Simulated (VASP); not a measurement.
# AlN (R3m) in VASP: G0W0 quasiparticle levels with PBEsol

Aim: the G0W0 quasiparticle levels of AlN with PBEsol.

Everything below comes from runs of VASP 6.6.1. Logs are shortened: lines on timing, memory, paths and dates and some standing lists are left out, and cuts for length are marked.

### Step 1. The cell of the first run

Symmetry: R3m, No. 160, trigonal system. The conventional cell has a = 3.086 Å, b = 3.086 Å, c = 7.733 Å, α = 90.00°, β = 90.00°, γ = 120.00°. Al (site symmetry 3m) has 4 N at 1.90 to 1.92 Å within 2.5 Å. N (site symmetry 3m) has 4 Al at 1.90 to 1.92 Å within 2.5 Å.

### Step 2. G0W0 quasiparticle levels, PBEsol

The input, POSCAR:

```
AlN
1.0
    0.0334089885      2.2157592075      2.2157592075
    2.2157592075      0.0334089885      2.2157592075
    2.2157592075      2.2157592075      0.0334089885
Al N
1 1
Direct
    0.0009651336      0.0009651336      0.0009651336
    0.2490348664      0.2490348664      0.2490348664
```

The input, INCAR.step1:

```
ALGO = Normal ; EDIFF = 1E-8
ENCUT = 500 ; GGA = PS
ISMEAR = 0 ; LASPH = True
LCHARG = False ; LREAL = False
LWAVE = True ; NELM = 100
PREC = Accurate ; SIGMA = 0.01
```

The input, INCAR.step2:

```
ALGO = Exact ; EDIFF = 1E-8
ENCUT = 500 ; GGA = PS
ISMEAR = 0 ; ISTART = 1
LASPH = True ; LCHARG = False
LOPTICS = True ; LREAL = False
LWAVE = True ; NBANDS = 52
NELM = 1 ; PREC = Accurate
SIGMA = 0.01
```

The input, INCAR.step3:

```
ALGO = EVGW0 ; EDIFF = 1E-8
ENCUT = 500 ; ENCUTGW = 100.0
GGA = PS ; ISMEAR = 0
ISTART = 1 ; LASPH = True
LCHARG = False ; LREAL = False
LWAVE = False ; NBANDS = 52
NBANDSGW = 12 ; NELMGW = 1
NOMEGA = 48 ; PREC = Accurate
PRECFOCK = Fast ; SIGMA = 0.01
```

The input, KPOINTS:

```
k-points
0
Gamma
  6 6 6
```

Potentials or basis: VASP PAW PBE potentials, release 64 (Al_GW, N_GW).

Launch:

```
$ cat potpaw_PBE.64/Al_GW/POTCAR potpaw_PBE.64/N_GW/POTCAR > POTCAR
$ cp INCAR.step1 INCAR
$ mpirun -np 1 vasp_std > vasp.out
$ cp INCAR.step2 INCAR
$ mpirun -np 1 vasp_std > vasp.out
$ cp INCAR.step3 INCAR
$ mpirun -np 1 vasp_std > vasp.out
```

OUTCAR:

```text
EDIFF = 1E-8
   ENCUT = 500
   ENCUTGW = 100.0
   GGA = PS
   ISMEAR = 0
   ISTART = 1
   LASPH = True
   LREAL = False
   NELMGW = 1
   PREC = Accurate
   PRECFOCK = Fast

 ion  position               nearest neighbor table
   1  0.001  0.001  0.001-   2 1.90   2 1.90   2 1.90   2 1.92
   2  0.249  0.249  0.249-   1 1.90   1 1.90   1 1.90   1 1.92

  LATTYP: Found a trigonal (rhomboedric) cell.
 ALAT       =     3.1337348152
 COS(alpha) =     0.5150193537

  Lattice vectors:

 A1 = (   0.0334089885,   2.2157592075,   2.2157592075)
 A2 = (   2.2157592075,   0.0334089885,   2.2157592075)
 A3 = (   2.2157592075,   2.2157592075,   0.0334089885)

Analysis of symmetry for initial positions (statically):
=====================================================================
 Subroutine PRICEL returns:
 Original cell was already a primitive cell.

 Routine SETGRP: Setting up the symmetry group for a
 trigonal (rhombohedral) supercell.

 Subroutine GETGRP returns: Found  6 space group operations
 (whereof  6 operations were pure point group operations)
 out of a pool of 12 trial point group operations.

The static configuration has the point symmetry C_3v.

Analysis of symmetry for dynamics (positions and initial velocities):
=====================================================================
 Subroutine PRICEL returns:
 Original cell was already a primitive cell.

 Routine SETGRP: Setting up the symmetry group for a
 trigonal (rhombohedral) supercell.

 Subroutine GETGRP returns: Found  6 space group operations
 (whereof  6 operations were pure point group operations)
 out of a pool of 12 trial point group operations.

The dynamic configuration has the point symmetry C_3v.

 Subroutine INISYM returns: Found  6 space group operations
 (whereof  6 operations are pure point group operations),
 and found     1 'primitive' translations

----------------------------------------------------------------------------------------

                                     Primitive cell

  volume of cell :      21.2649

  direct lattice vectors                    reciprocal lattice vectors
     0.033408989  2.215759208  2.215759208    -0.230825128  0.227396468  0.227396468
     2.215759208  0.033408989  2.215759208     0.227396468 -0.230825128  0.227396468
     2.215759208  2.215759208  0.033408989     0.227396468  0.227396468 -0.230825128

  length of vectors
     3.133734815  3.133734815  3.133734815     0.395851673  0.395851673  0.395851673

  position of ions in fractional coordinates (direct lattice)
     0.000965134  0.000965134  0.000965134
     0.249034866  0.249034866  0.249034866

  ion indices of the primitive-cell ions
   primitive index   ion index
                 1           1
                 2           2

----------------------------------------------------------------------------------------

 KPOINTS: k-points

Automatic generation of k-mesh.
 Grid dimensions read from file:
 generate k-points for:    6    6    6

 Generating k-lattice:

  Cartesian coordinates                     Fractional coordinates (reciprocal lattice)
    -0.038470855  0.037899411  0.037899411     0.166666667  0.000000000  0.000000000
     0.037899411 -0.038470855  0.037899411     0.000000000  0.166666667  0.000000000
     0.037899411  0.037899411 -0.038470855     0.000000000  0.000000000  0.166666667

  Length of vectors
     0.065975279  0.065975279  0.065975279

  Shift w.r.t. Gamma in fractional coordinates (k-lattice)
     0.000000000  0.000000000  0.000000000

 Subroutine IBZKPT returns following result:
 ===========================================

 Found     32 irreducible k-points:

 Following reciprocal coordinates:
            Coordinates               Weight
  0.000000  0.000000  0.000000      1.000000
  0.166667  0.000000  0.000000      6.000000
  0.333333  0.000000  0.000000      6.000000
  0.500000 -0.000000  0.000000      3.000000
  0.166667  0.166667 -0.000000      6.000000
  0.333333  0.166667  0.000000     12.000000
[... 16 lines left out ...]
  0.500000  0.500000  0.166667      6.000000
 -0.333333  0.500000  0.166667     12.000000
 [... further k-points ...]
   k-points           NKPTS =     32   k-points in BZ     NKDIM =    216   number of bands    NBANDS=     52
   number of dos      NEDOS =    301   number of ions     NIONS =      2
   total plane-waves  NPLWV =  13824
   dimension x,y,z NGX =    24 NGY =   24 NGZ =   24
   dimension x,y,z NGXF=    48 NGYF=   48 NGZF=   48
   ions per type =               1   1
   NGX,Y,Z   is equivalent  to a cutoff of  12.73, 12.73, 12.73 a.u.
   NGXF,Y,Z  is equivalent  to a cutoff of  25.46, 25.46, 25.46 a.u.
 SYSTEM =  unknown system
   PREC   = accura    normal or accurate (medium, high low for compatibility)
   ISTART =      1    job   : 0-new  1-cont  2-samecut
   ICHARG =      0    charge: 1-file 2-atom 10-const
   ISPIN  =      1    spin polarized calculation?
   LNONCOLLINEAR =      F non collinear calculations
   LSORBIT =      F    spin-orbit coupling
   LASPH  =      T    aspherical Exc in radial PAW
   ENCUT  =  500.0 eV  36.75 Ry    6.06 a.u.   5.71  5.71  5.71*2*pi/ulx,y,z
   NELM   =     60;   NELMIN=  2; NELMDL=  0     # of ELM steps
   EDIFF  = 0.1E-07   stopping-criterion for ELM
   LREAL  =      F    real-space projection
   EDIFFG = 0.1E-06   stopping-criterion for IOM
   NSW    =      0    number of steps for IOM
   IBRION =     -1    ionic relax: 0-MD 1-quasi-New 2-CG
   NFREE  =      0    steps in history (QN), initial steepest desc. (CG)
   ISIF   =      0    stress and relaxation
   ISYM   =      3    0-nonsym 1-usesym 2-fastsym
   POTIM  = 0.5000    time-step for ionic-motion
   TEBEG  =    0.0;   TEEND  =   0.0 temperature during run
   PSTRESS=    0.0 pullay stress
   NELECT =       8.0000    total number of electrons
   NUPDOWN=      -1.0000    fix difference up-down
   EMIN   =  10.00;   EMAX   =-10.00  energy-range for DOS
   EFERMI =   0.00;   METHOD = LEGACY
   ISMEAR =     0;   SIGMA  =   0.01  broadening in eV -4-tet -1-fermi 0-gaus
   EFERMI_NEDOS =   21; number of points for ismear=-14 and -15
   IALGO  =     38    algorithm
   IMIX   =      4    mixing-type and parameters
     AMIX     =   0.40;   BMIX     =  1.00
     AMIX_MAG =   1.60;   BMIX_MAG =  1.00
  volume/ion in A,a.u.               =      10.63        71.75
  Fermi-wavevector in a.u.,A,eV,Ry     =   1.181817  2.233311 19.003155  1.396692
  Thomas-Fermi vector in A             =   2.318084
   LORBIT       =      0    0 simple, 1 ext, 2 COOP (PROOUT), +10 PAW based schemes
   GGA     = PS    functional components
   LHFCALC =     T    Hartree Fock is set to
   PRECFOCK=fast      Normal, Fast or Accurate (Low or Medium for compatibility)
   ENCUT4O =  -1.0   cutoff for four orbital integrals eV
   NKREDX  =     1    reduce k-point grid by
   NKREDY  =     1    reduce k-point grid by
   NKREDZ  =     1    reduce k-point grid by
   AEXX    =    1.0000 exact exchange contribution
   HFSCREEN=    0.0000 screening length (either q_TF or 0.3 A-1)
   HFSCREENC=   0.0000 screening length for correlation (either q_TF or 0.3 A-1)
   ENCUTFOCK=  -1.0 apply spherical cutoff to Coloumb kernel
   IVDW    =     0    specifies the selected vdW correction
   LEPSILON=     F    determine dielectric tensor
   LRPA    =     F    only Hartree local field effects (RPA)
   LRPAFORCE           =     F    calculate RPA forces
   ENCUTGW             = 100.0    cutoff for response function in eV
   ENCUTGWSOFT         =  80.0    soft cutoff for Coulomb kernel in GW response function in eV
   ENCUTLF             =  -1.0    cutoff for local field effects
   NELMGW              =     1    number of iterations in solving QP/BSE equation
   NELMHF              =     1    number of iterations in the inner HF iteration
   NKREDLFX            =     1    NKREDLFY  =   1   NKREDLFZ  =   1
 non-spin polarized calculation
 Gauss-broadening in eV      SIGMA  =   0.01
  energy-cutoff  :      500.00
  volume of cell :       21.26
 maximum number of plane-waves:       552
  NGX = 14; NGY = 14; NGZ = 14
   NGX = 11   NGY = 11   NGZ = 11
 maximum number of plane-waves:        59
 NGX is ok and might be reduce to    14

 QP shifts <psi_nk| G(iteration)W_0 |psi_nk>: iteration 1
 for sc-GW calculations column KS-energies equals QP-energies in previous step
 and V_xc(KS)=  KS-energies - (<T + V_ion + V_H > + <T+V_H+V_ion>^1  + <V_x>^1)

 k-point   1 :       0.0000    0.0000    0.0000
  band No.  KS-energies  QP-energies   sigma(KS)   V_xc(KS)     V^pw_x(r,r')   Z            occupation Imag(sigma)

      1     -10.1607     -11.4576     -16.4768     -14.6742     -24.6164       0.7195       2.0000       1.2545
      2       4.5614       3.9197     -17.3629     -16.5366     -20.5052       0.7765       2.0000       0.0825
      3       4.7535       4.1215     -17.4811     -16.6661     -20.6718       0.7755       2.0000       0.0828
      4       4.7535       4.1215     -17.4811     -16.6661     -20.6718       0.7755       2.0000       0.0828
      5       8.6198       9.4846     -11.4793     -12.5506      -7.9014       0.8072       0.0000      -0.0683
      6      16.5758      17.7238      -8.9363     -10.3720      -4.0762       0.7997       0.0000      -0.1271
      7      17.1411      18.3005      -8.9446     -10.4008      -3.9993       0.7962       0.0000      -0.1395
      8      17.1411      18.3005      -8.9446     -10.4008      -3.9993       0.7962       0.0000      -0.1395
      9      22.1077      23.3106      -9.0241     -10.5416      -3.6467       0.7927       0.0000      -0.3042
     10      22.1077      23.3106      -9.0241     -10.5416      -3.6467       0.7927       0.0000      -0.3042
     11      23.2919      24.0535      -8.9215      -9.9063      -2.6379       0.7733       0.0000      -0.6902
     12      23.4897      24.2268      -8.8353      -9.7957      -2.5646       0.7675       0.0000      -0.6756

 k-point   2 :       0.1667    0.0000    0.0000
  band No.  KS-energies  QP-energies   sigma(KS)   V_xc(KS)     V^pw_x(r,r')   Z            occupation Imag(sigma)
[... 353 lines left out ...]
      1      -7.4659      -8.6653     -18.3149     -16.6514     -26.0979       0.7210       2.0000       0.8827
      2       0.3817      -0.6198     -14.9597     -13.6026     -18.9161       0.7380       2.0000       0.1645
      3       1.8960       0.9590     -15.5741     -14.3367     -19.1387       0.7572       2.0000       0.1175
      4       2.1998       1.2971     -15.2029     -14.0179     -18.5202       0.7618       2.0000       0.1062
      5       9.7816      10.6293     -10.1813     -11.2333      -6.4150       0.8058       0.0000      -0.0774
      6      14.7364      15.8885      -9.8933     -11.3289      -5.3959       0.8025       0.0000      -0.1039
      7      17.2166      18.4894     -10.8820     -12.5311      -5.4621       0.7718       0.0000      -0.2272
      8      17.5129      18.8263     -11.1324     -12.8375      -5.6828       0.7702       0.0000      -0.2307
      9      20.8792      22.0562     -10.2552     -11.8302      -3.9994       0.7473       0.0000      -0.4102
     10      24.5374      25.6148      -9.1222     -10.5107      -2.9540       0.7760       0.0000      -0.5645
     11      28.6714      30.2060     -10.6101     -12.5619      -4.0044       0.7863       0.0000      -0.9877
     12      29.9475      31.5488     -10.3771     -12.3947      -4.0542       0.7937       0.0000      -0.9716

 [... further k-points ...]
```

Wall time 3.3 min (1 thread of Intel Xeon Platinum 8559C (Emerald Rapids), shared host); peak memory 0.38 GiB.

What came out:

| Property | Result |
| --- | --- |
| Quasiparticle gap | 4.39 eV |
| Least direct quasiparticle gap | 5.36 eV |
| Band gap of the starting levels on the mesh | 3.10 eV |
| Least direct gap of the starting levels on the mesh | 3.87 eV |

Caveat: the k points lie up to 0.41 Å⁻¹ apart; bands, screening cutoff and mesh are small and nothing is extrapolated, so the quasiparticle values aren't converged.
